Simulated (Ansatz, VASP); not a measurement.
**Two plane-wave programs on Ta2N**

```
Ta N
1.0
    -3.10114    0.00000    0.00000
    -1.55057   -2.68567    0.00000
     0.00000    0.00000   10.76378
Ta N
4 2
Direct
  0.66667 0.66667 0.11108
  0.66667 0.66667 0.56462
  0.33333 0.33333 0.79602
  0.33333 0.33333 0.34247
  0.00000 0.00000 0.68032
  0.00000 0.00000 0.22677
```

Alike in both runs: task single point; functional PBE; k mesh 17 × 17 × 5; occupations gaussian, width 0.15 eV; no spin polarisation.

|  | VASP | Ansatz |
| --- | --- | --- |
| version | VASP 6.6.1 | Ansatz 0.2.0 |
| potentials or method | VASP PAW PBE potentials, release 64 (Ta_pv, N), cutoff 520 eV | scalar-relativistic, plane waves, PAW |
| valence electrons in the cell | 54 | 62 |

```csv
,VASP,Ansatz,Ansatz less VASP
gap on the k mesh at the Fermi level (eV),none,none,-
pressure (GPa),-7.6,-7.9,-0.35
"traceless stress, the component that is largest in VASP (GPa)",-5.80,-5.76,+0.030
rms of the force components (eV/Å),0.527,0.517,-0.0095
```

Atom by atom the forces differ by 0.018 eV/Å (rms over components). A gap of «none» marks a metal or a gap that the smearing closes. VASP's potentials hold 54 valence electrons a cell and Ansatz's 62, so a difference there can come from the potentials and not from the codes.

Neither program's run includes spin-orbit coupling.
